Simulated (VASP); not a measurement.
Si8HO16 (a cell with a defect), 25 atoms in the cell. The cell holds a defect, 25 atoms: a = 5.824 Å, b = 5.824 Å, c = 5.298 Å, α = 90.00°, β = 90.00°, γ = 90.00°. 

- Program: VASP 6.6.1
- Task: single point
- Functional: PBE
- Potentials or basis: VASP PAW PBE potentials, release 64 (Si, O, H)
- Cutoff: 520 eV
- k mesh: 2 × 2 × 2
- Occupations: fermi-dirac, width 0.02 eV
- Spin: no spin polarisation
- Dipole correction: no
- Charge: 1
- Further INCAR settings: LREAL = Auto; ALGO = Normal; EDIFF = 1e-06; NBANDS = 82; NELECT = 128.0

Potentials or basis: VASP PAW PBE potentials, release 64 (Si, O, H).

Run with:

```bash
$ cat potpaw_PBE.64/Si/POTCAR potpaw_PBE.64/O/POTCAR potpaw_PBE.64/H/POTCAR > POTCAR
$ mpirun -np 1 vasp_std > vasp.out
```

Hardware: 1 thread of AMD EPYC 7R13, with other jobs on the host.

Problem. How long does it take, and how much memory?

Solution. Wall time 5.5 min on 1 thread of AMD EPYC 7R13 (shared host), peak memory 0.29 GiB. Counts: scf iterations 14, k points 8.
